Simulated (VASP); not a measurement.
# Ag (Fm-3m) in VASP: notebook

Ag is run at these levels: PBE; tasks: relaxation of cell and atoms.

Program: VASP 6.6.1. These are calculated values, not measurements. Logs are shortened: lines on timing, memory, paths and dates and some standing lists are left out, and cuts for length are marked.

### 1 The cell of the first run

It takes space group Fm-3m (No. 225, cubic). Conventional cell: a = 4.090 Å, b = 4.090 Å, c = 4.090 Å, α = 90.00°, β = 90.00°, γ = 90.00°. Ag (site symmetry m-3m) has 12 Ag at 2.89 Å within 3.8 Å.

### 2 Relaxation of cell and atoms, PBE

Input file INCAR:

```
SYSTEM = Ag
  PREC = Accurate
  ENCUT = 500
  EDIFF = 1E-7
  ISMEAR = -1
  SIGMA = 0.1
  LREAL = .False.
  LASPH = .True.
  NELM = 120
  ALGO = Normal
  ISIF = 3
  LWAVE = .False.
  LCHARG = .False.
  GGA = PE
  IBRION = 2
  NSW = 80
  EDIFFG = -0.03
  GGA_COMPAT = .False.
  NELMIN = 4
```

Input file KPOINTS:

```
regular mesh
0
Gamma
  18 18 18
  0 0 0
```

Input file POSCAR:

```
Ag
1.0
    0.0000000000      2.0450000000      2.0450000000
    2.0450000000      0.0000000000      2.0450000000
    2.0450000000      2.0450000000      0.0000000000
Ag
1
Direct
    0.0000000000      0.0000000000      0.0000000000
```

Potentials or basis: VASP PAW PBE potentials, release 64 (Ag).

On the command line:

```bash
cat potpaw_PBE.64/Ag/POTCAR > POTCAR
mpirun -np 1 vasp_std > vasp.out
```

OUTCAR:

```text
SYSTEM = Ag
   PREC = Accurate
   ENCUT = 500
   EDIFF = 1E-7
   ISMEAR = -1
   LREAL = .False.
   LASPH = .True.
   NELM = 120
   ISIF = 3
   GGA = PE
   IBRION = 2
   NSW = 80
   EDIFFG = -0.03
   NELMIN = 4

 ion  position               nearest neighbor table
   1  0.000  0.000  0.000-

  LATTYP: Found a face centered cubic cell.
 ALAT       =     4.0900000000

  Lattice vectors:

 A1 = (   0.0000000000,   2.0450000000,   2.0450000000)
 A2 = (   2.0450000000,   0.0000000000,   2.0450000000)
 A3 = (   2.0450000000,   2.0450000000,   0.0000000000)

Analysis of symmetry for initial positions (statically):
=====================================================================
 Subroutine PRICEL returns:
 Original cell was already a primitive cell.

 Routine SETGRP: Setting up the symmetry group for a
 face centered cubic supercell.

 Subroutine GETGRP returns: Found 48 space group operations
 (whereof 48 operations were pure point group operations)
 out of a pool of 48 trial point group operations.

The static configuration has the point symmetry O_h .

Analysis of symmetry for dynamics (positions and initial velocities):
=====================================================================
 Subroutine PRICEL returns:
 Original cell was already a primitive cell.

 Routine SETGRP: Setting up the symmetry group for a
 face centered cubic supercell.

 Subroutine GETGRP returns: Found 48 space group operations
 (whereof 48 operations were pure point group operations)
 out of a pool of 48 trial point group operations.

The dynamic configuration has the point symmetry O_h .

 Subroutine INISYM returns: Found 48 space group operations
 (whereof 48 operations are pure point group operations),
 and found     1 'primitive' translations

----------------------------------------------------------------------------------------

                                     Primitive cell

  volume of cell :      17.1045

  direct lattice vectors                    reciprocal lattice vectors
     0.000000000  2.045000000  2.045000000    -0.244498778  0.244498778  0.244498778
     2.045000000  0.000000000  2.045000000     0.244498778 -0.244498778  0.244498778
     2.045000000  2.045000000  0.000000000     0.244498778  0.244498778 -0.244498778

  length of vectors
     2.892066735  2.892066735  2.892066735     0.423484305  0.423484305  0.423484305

  position of ions in fractional coordinates (direct lattice)
     0.000000000  0.000000000  0.000000000

  ion indices of the primitive-cell ions
   primitive index   ion index
                 1           1

----------------------------------------------------------------------------------------

 KPOINTS: regular mesh

Automatic generation of k-mesh.
 Grid dimensions read from file:
 generate k-points for:   18   18   18

 Generating k-lattice:

  Cartesian coordinates                     Fractional coordinates (reciprocal lattice)
    -0.013583265  0.013583265  0.013583265     0.055555556  0.000000000  0.000000000
     0.013583265 -0.013583265  0.013583265     0.000000000  0.055555556  0.000000000
     0.013583265  0.013583265 -0.013583265     0.000000000  0.000000000  0.055555556

  Length of vectors
     0.023526906  0.023526906  0.023526906

  Shift w.r.t. Gamma in fractional coordinates (k-lattice)
     0.000000000  0.000000000  0.000000000

 Subroutine IBZKPT returns following result:
 ===========================================

 Found    195 irreducible k-points:

 Following reciprocal coordinates:
            Coordinates               Weight
  0.000000  0.000000  0.000000      1.000000
  0.055556  0.000000  0.000000      8.000000
  0.111111  0.000000  0.000000      8.000000
  0.166667  0.000000  0.000000      8.000000
  0.222222  0.000000  0.000000      8.000000
  0.277778  0.000000  0.000000      8.000000
[... 16 lines left out ...]
 -0.277778  0.055556  0.000000     24.000000
 -0.222222  0.055556  0.000000     24.000000
 [... further k-points ...]
   k-points           NKPTS =    195   k-points in BZ     NKDIM =    195   number of bands    NBANDS=      9
   number of dos      NEDOS =    301   number of ions     NIONS =      1
   total plane-waves  NPLWV =  13824
   dimension x,y,z NGX =    24 NGY =   24 NGZ =   24
   dimension x,y,z NGXF=    48 NGYF=   48 NGZF=   48
   ions per type =               1
   NGX,Y,Z   is equivalent  to a cutoff of  13.80, 13.80, 13.80 a.u.
   NGXF,Y,Z  is equivalent  to a cutoff of  27.59, 27.59, 27.59 a.u.
 SYSTEM =  Ag
   PREC   = accura    normal or accurate (medium, high low for compatibility)
   ISTART =      0    job   : 0-new  1-cont  2-samecut
   ICHARG =      2    charge: 1-file 2-atom 10-const
   ISPIN  =      1    spin polarized calculation?
   LNONCOLLINEAR =      F non collinear calculations
   LSORBIT =      F    spin-orbit coupling
   LASPH  =      T    aspherical Exc in radial PAW
   ENCUT  =  500.0 eV  36.75 Ry    6.06 a.u.   5.27  5.27  5.27*2*pi/ulx,y,z
[... 46 lines left out ...]
  ext. energy  EPLUGINS =         0.00000000
  ---------------------------------------------------
  free energy    TOTEN  =        -2.71464372 eV

  energy without entropy =       -2.70722839  energy(sigma->0) =       -2.71093605

------------------------ aborting loop because EDIFF is reached ----------------------------------------

  FORCE on cell =-STRESS in cart. coord.  units (eV):
  Direction    XX          YY          ZZ          XY          YZ          ZX
  --------------------------------------------------------------------------------------
  -------------------------------------------------------------------------------------
  Total        0.4534639      0.4534639      0.4534639     -0.0000000      0.0000000      0.0000000
  in kB       42.4759778     42.4759778     42.4759778     -0.0000000      0.0000000      0.0000000
  external PRESSURE =      42.4759778 kB  Pullay stress =       0.0000000 kB

 VOLUME and BASIS-vectors are now :
 -----------------------------------------------------------------------------
  energy-cutoff  :      500.00
  volume of cell :       17.10
      direct lattice vectors                 reciprocal lattice vectors
     0.000000000  2.045000000  2.045000000    -0.244498778  0.244498778  0.244498778
     2.045000000  0.000000000  2.045000000     0.244498778 -0.244498778  0.244498778
     2.045000000  2.045000000  0.000000000     0.244498778  0.244498778 -0.244498778
[... 36 lines left out ...]
 POSITION                                       TOTAL-FORCE (eV/Angst)
 -----------------------------------------------------------------------------------
      0.00000      0.00000      0.00000         0.000000      0.000000     -0.000000
 -----------------------------------------------------------------------------------
    total drift:                               -0.000000      0.000000     -0.000000

  FREE ENERGIE OF THE ION-ELECTRON SYSTEM (eV)
  ---------------------------------------------------
  free  energy   TOTEN  =        -2.7212073320 eV

  energy  without entropy=       -2.7133472821  energy(sigma->0) =       -2.71727731

--------------------------------------- Ionic step        3  -------------------------------------------

 number of electron      11.0000000 magnetization

 Free energy of the ion-electron system (eV)
  ---------------------------------------------------
  ext. energy  EPLUGINS =         0.00000000
  ---------------------------------------------------
  free energy    TOTEN  =        -2.72383669 eV

  energy without entropy =       -2.71615177  energy(sigma->0) =       -2.71999423

 E-fermi :   7.8191     XC(G=0): -11.9440

 val. band max:        7.7610413941   @ k =   0.5000   0.1667   0.0556
 cond. band min:       7.9010964485   @ k =   0.5000   0.3333   0.1111
 fundamental gap:      0.1400550544
 Fermi energy:         7.8191441796

 k-point     1 :       0.0000    0.0000    0.0000
  band No.  band energies     occupation
      1       0.3785      2.00000
      2       3.1739      2.00000
      3       3.1739      2.00000
      4       3.1739      2.00000
      5       4.1283      2.00000
      6       4.1283      2.00000
      7      23.7432      0.00000
      8      27.0562      0.00000
      9      27.0562      0.00000

 k-point     2 :       0.0556    0.0000    0.0000
  band No.  band energies     occupation
      1       0.4718      2.00000
      2       3.1534      2.00000
      3       3.1990      2.00000
      4       3.1990      2.00000
      5       4.1188      2.00000
      6       4.1188      2.00000
      7      23.7482      0.00000
      8      26.2149      0.00000
      9      27.0813      0.00000
[... 253 lines left out ...]
 k-point    24 :      -0.2222    0.0556    0.0000
  band No.  band energies     occupation
      1       1.7389      2.00000
      2       3.1988      2.00000
      3       3.4012      2.00000
      4       3.4281      2.00000
      5       4.0874      2.00000
      6       4.4302      2.00000
      7      19.0453      0.00000
      8      23.8003      0.00000
      9      26.0131      0.00000

 [... further k-points ...]

------------------------ aborting loop because EDIFF is reached ----------------------------------------

  FORCE on cell =-STRESS in cart. coord.  units (eV):
  Direction    XX          YY          ZZ          XY          YZ          ZX
  --------------------------------------------------------------------------------------
  -------------------------------------------------------------------------------------
  Total        0.0014434      0.0014434      0.0014434      0.0000000      0.0000000      0.0000000
  in kB        0.1296839      0.1296839      0.1296839      0.0000000      0.0000000      0.0000000
  external PRESSURE =       0.1296839 kB  Pullay stress =       0.0000000 kB

 VOLUME and BASIS-vectors are now :
 -----------------------------------------------------------------------------
  energy-cutoff  :      500.00
  volume of cell :       17.83
      direct lattice vectors                 reciprocal lattice vectors
    -0.000000000  2.073595004  2.073595004    -0.241127124  0.241127124  0.241127124
     2.073595004 -0.000000000  2.073595004     0.241127124 -0.241127124  0.241127124
     2.073595004  2.073595004 -0.000000000     0.241127124  0.241127124 -0.241127124

 POSITION                                       TOTAL-FORCE (eV/Angst)
 -----------------------------------------------------------------------------------
      0.00000      0.00000      0.00000         0.000000      0.000000     -0.000000
 -----------------------------------------------------------------------------------
    total drift:                               -0.000000      0.000000     -0.000000

  FREE ENERGIE OF THE ION-ELECTRON SYSTEM (eV)
  ---------------------------------------------------
  free  energy   TOTEN  =        -2.7238366893 eV

  energy  without entropy=       -2.7161517690  energy(sigma->0) =       -2.71999423

 reached required accuracy - stopping structural energy minimisation
```

Wall time 20 s (1 thread of Intel Xeon Platinum 8481C at 2.70GHz (Sapphire Rapids), shared host); peak memory 0.17 GiB.

Results:

```
Free energy                           : -2.7238 eV
Relaxed volume                        : 17.83 Å³/atom
Relaxed cell                          : a = 2.933 Å, b = 2.933 Å, c = 2.933 Å, α = 60.00°, β = 60.00°, γ = 60.00°
Space group after relaxing (to 0.1 Å) : Fm-3m (No. 225)
Energy gained by relaxing             : 9.2 meV/atom
Ionic steps                           : 3
Pressure after relaxing               : 0.0 GPa
Band gap on the k mesh                : zero (an odd number of electrons rules out a gap without spin polarisation)
```

The path:
```
step  energy change (eV)  largest force (eV/Å)  pressure (GPa)  volume (Å³)
   1              0.0000                0.0000            4.25        17.10
   2             -0.0066                0.0000           -1.95        18.25
   3             -0.0092                0.0000            0.01        17.83
```

Final structure:
```
CELL_PARAMETERS angstrom
0.00000 2.07360 2.07360
2.07360 0.00000 2.07360
2.07360 2.07360 0.00000
ATOMIC_POSITIONS crystal
Ag 0.00000 0.00000 0.00000
```

Levels at points of the mesh, in eV from the Fermi level:
| k point | band 4 | band 5 | band 6 | band 7 | band 8 | band 9 |
| --- | --- | --- | --- | --- | --- | --- |
| (0.00, 0.00, 0.00) | -4.65 | -3.69 | -3.69 | 15.92 | 19.24 | 19.24 |
| (0.50, 0.00, 0.00) | -2.96 | -2.96 | -0.27 | 3.37 | 15.15 | 17.41 |
| (0.50, 0.50, 0.00) | -2.76 | -2.76 | 1.65 | 6.40 | 10.44 | 10.44 |

### 3 Relaxation of cell and atoms, PBE, target pressure 10 GPa, at which the enthalpy is minimised

Input file INCAR:

```
PREC = Accurate ; ENCUT = 500
EDIFF = 1E-7 ; ISMEAR = -1
SIGMA = 0.1 ; LREAL = False
LASPH = True ; NELM = 120
ALGO = Normal ; ISIF = 3
LWAVE = False ; LCHARG = False
GGA = PE ; IBRION = 2
NSW = 80 ; EDIFFG = -0.03
PSTRESS = 100.0 ; GGA_COMPAT = False
NELMIN = 4
```

Input file KPOINTS:

```
regular mesh
0
Gamma
  18 18 18
```

POSCAR is that of step 2.

Potentials or basis: VASP PAW PBE potentials, release 64 (Ag).

On the command line:

```bash
cat potpaw_PBE.64/Ag/POTCAR > POTCAR
mpirun -np 1 vasp_std > vasp.out
```

Run time: 20 s. Hardware: 1 thread of Intel Xeon Platinum 8481C at 2.70GHz (Sapphire Rapids), shared host; peak memory 0.16 GiB.

It converged, with:

* Free energy: -2.6824 eV
* Relaxed volume: 16.36 Å³/atom
* Relaxed cell: a = 2.850 Å, b = 2.850 Å, c = 2.850 Å, α = 60.00°, β = 60.00°, γ = 60.00°
* Space group after relaxing (to 0.1 Å): Fm-3m (No. 225)
* Energy change on relaxing (the run minimises the enthalpy): +32.2 meV/atom
* Ionic steps: 3
* Pressure after relaxing: 10.0 GPa
* Band gap on the k mesh: zero (an odd number of electrons rules out a gap without spin polarisation)

The path:
```
step  energy change (eV)  largest force (eV/Å)  pressure (GPa)  volume (Å³)
   1              0.0000                0.0000            4.25        17.10
   2              0.0941                0.0000           17.43        15.63
   3              0.0322                0.0000            9.95        16.36
```

Final structure:
```yaml
crystal:
  lattice:
    - [0.00000, 2.01501, 2.01501]
    - [2.01501, 0.00000, 2.01501]
    - [2.01501, 2.01501, 0.00000]
  atoms:
    - { symbol: Ag, position: [0.00000, 0.00000, 0.00000] }
```

Levels at points of the mesh, in eV from the Fermi level:
```tsv
k point	band 2	band 3	band 4	band 5	band 6	band 7	band 8	band 9
(0.00, 0.00, 0.00)	-4.97	-4.97	-4.97	-3.85	-3.85	16.10	19.93	19.93
(0.50, 0.00, 0.00)	-4.99	-4.99	-3.00	-3.00	-0.52	3.84	15.34	18.30
(0.50, 0.50, 0.00)	-6.57	-3.03	-2.77	-2.77	1.56	7.07	10.87	10.87
```

Caveat: the cell is relaxed towards a set pressure, so the run minimises the enthalpy, not the energy.

### 4 Relaxation of cell and atoms, PBE, target pressure 20 GPa, at which the enthalpy is minimised

Input file INCAR:

```
SYSTEM = Ag
ALGO = Normal
EDIFF = 1E-7
EDIFFG = -0.03
ENCUT = 500
GGA = PE
GGA_COMPAT = .FALSE.
IBRION = 2
ISIF = 3
ISMEAR = -1
LASPH = .TRUE.
LCHARG = .FALSE.
LREAL = .FALSE.
LWAVE = .FALSE.
NELM = 120
NELMIN = 4
NSW = 80
PREC = Accurate
PSTRESS = 200.0
SIGMA = 0.1
```

Input file KPOINTS:

```
k-points
0
G
  18 18 18
  0 0 0
```

POSCAR is that of step 3.

On the command line:

```bash
cat potpaw_PBE.64/Ag/POTCAR > POTCAR
mpirun -np 1 vasp_std > vasp.out
```

Run time: 27 s. Hardware: 1 thread of Intel Xeon Platinum 8481C at 2.70GHz (Sapphire Rapids), shared host; peak memory 0.17 GiB.

Results (log left out):

```
Free energy                                                : -2.5975 eV
Relaxed volume                                             : 15.43 Å³/atom
Relaxed cell                                               : a = 2.794 Å, b = 2.794 Å, c = 2.794 Å, α = 60.00°, β = 60.00°, γ = 60.00°
Space group after relaxing (to 0.1 Å)                      : Fm-3m (No. 225)
Energy change on relaxing (the run minimises the enthalpy) : +117.1 meV/atom
Ionic steps                                                : 4
Pressure after relaxing                                    : 19.8 GPa
Band gap on the k mesh                                     : zero (an odd number of electrons rules out a gap without spin polarisation)
```

Step by step:
| step | energy change (eV) | largest force (eV/Å) | pressure (GPa) | volume (Å³) |
| --- | --- | --- | --- | --- |
| 1 | 0.0000 | 0.0000 | 4.25 | 17.10 |
| 2 | 0.6309 | 0.0000 | 62.24 | 13.27 |
| 3 | 0.1113 | 0.0000 | 19.23 | 15.48 |
| 4 | 0.1171 | 0.0000 | 19.81 | 15.43 |

Final structure:
```xyz
1
Lattice="0.0000 1.9760 1.9760 1.9760 0.0000 1.9760 1.9760 1.9760 0.0000" Properties=species:S:1:pos:R:3 pbc="T T T"
Ag    0.0000    0.0000    0.0000
```

Levels at points of the mesh, in eV from the Fermi level:
| k point | band 3 | band 4 | band 5 | band 6 | band 7 | band 8 | band 9 |
| --- | --- | --- | --- | --- | --- | --- | --- |
| (0.00, 0.00, 0.00) | -5.22 | -5.22 | -3.99 | -3.99 | 16.18 | 20.35 | 20.35 |
| (0.50, 0.00, 0.00) | -5.25 | -3.04 | -3.04 | -0.71 | 4.18 | 15.43 | 18.89 |
| (0.50, 0.50, 0.00) | -3.08 | -2.79 | -2.79 | 1.49 | 7.54 | 11.15 | 11.15 |

Caveat: the cell is relaxed towards a set pressure, so the run minimises the enthalpy, not the energy.

### 5 Relaxation of cell and atoms, PBE, target pressure 30 GPa, at which the enthalpy is minimised

Input file INCAR:

```
PREC = Accurate
ENCUT = 500
EDIFF = 1E-7
ISMEAR = -1
SIGMA = 0.1
LREAL = False
LASPH = True
NELM = 120
ALGO = Normal
ISIF = 3
LWAVE = False
LCHARG = False
GGA = PE
IBRION = 2
NSW = 80
EDIFFG = -0.03
PSTRESS = 300.0
GGA_COMPAT = False
NELMIN = 4
```

Input file KPOINTS:

```
Automatic mesh
0
Gamma
  18 18 18
```

POSCAR is that of step 4.

On the command line:

```bash
cat potpaw_PBE.64/Ag/POTCAR > POTCAR
mpirun -np 1 vasp_std > vasp.out
```

It took 34 s on 1 thread of Intel Xeon Platinum 8481C at 2.70GHz (Sapphire Rapids), shared host; peak memory 0.17 GiB.

Results (log left out):

- Free energy: -2.4889 eV
- Relaxed volume: 14.73 Å³/atom
- Relaxed cell: a = 2.751 Å, b = 2.751 Å, c = 2.751 Å, α = 60.00°, β = 60.00°, γ = 60.00°
- Space group after relaxing (to 0.1 Å): Fm-3m (No. 225)
- Energy change on relaxing (the run minimises the enthalpy): +225.7 meV/atom
- Ionic steps: 5
- Pressure after relaxing: 30.0 GPa
- Band gap on the k mesh: zero (an odd number of electrons rules out a gap without spin polarisation)

Step by step:
| step | energy change (eV) | largest force (eV/Å) | pressure (GPa) | volume (Å³) |
| --- | --- | --- | --- | --- |
| 1 | 0.0000 | 0.0000 | 4.25 | 17.10 |
| 2 | 1.9998 | 0.0000 | 160.01 | 11.16 |
| 3 | 0.1937 | 0.0000 | 27.14 | 14.91 |
| 4 | 0.2142 | 0.0000 | 28.98 | 14.79 |
| 5 | 0.2257 | 0.0000 | 29.97 | 14.73 |

Final structure:
```
Ag
1.0
     0.00000    1.94544    1.94544
     1.94544    0.00000    1.94544
     1.94544    1.94544    0.00000
Ag
1
Direct
  0.00000 0.00000 0.00000
```

Levels at points of the mesh, in eV from the Fermi level:
```
           k point  band 2  band 3  band 4  band 5  band 6  band 7  band 8  band 9
(0.00, 0.00, 0.00)   -5.45   -5.45   -5.45   -4.11   -4.11   16.21   20.67   20.67
(0.50, 0.00, 0.00)   -5.48   -5.48   -3.08   -3.08   -0.86    4.47   15.47   19.35
(0.50, 0.50, 0.00)   -7.37   -3.12   -2.81   -2.81    1.43    7.94   11.38   11.38
```

Caveat: the cell is relaxed towards a set pressure, so the run minimises the enthalpy, not the energy.

### 6 Summary

```csv
cell,gap on the mesh (eV),pressure (GPa)
relaxed,none,0.0
relaxed to 10 GPa,none,10.0
relaxed to 20 GPa,none,19.8
relaxed to 30 GPa,none,30.0
```

Alike in all rows: task relaxation of cell and atoms; level PBE; potentials or basis VASP PAW PBE potentials, release 64 (Ag); no spin polarisation; k mesh 18 × 18 × 18; cutoff (eV) 500; smearing fermi-dirac 0.1 eV.

Caveats: the cell is relaxed towards a set pressure, so the run minimises the enthalpy, not the energy (at least some runs).

Total energies depend on the potentials used, so only differences within one code and one set of settings carry meaning.
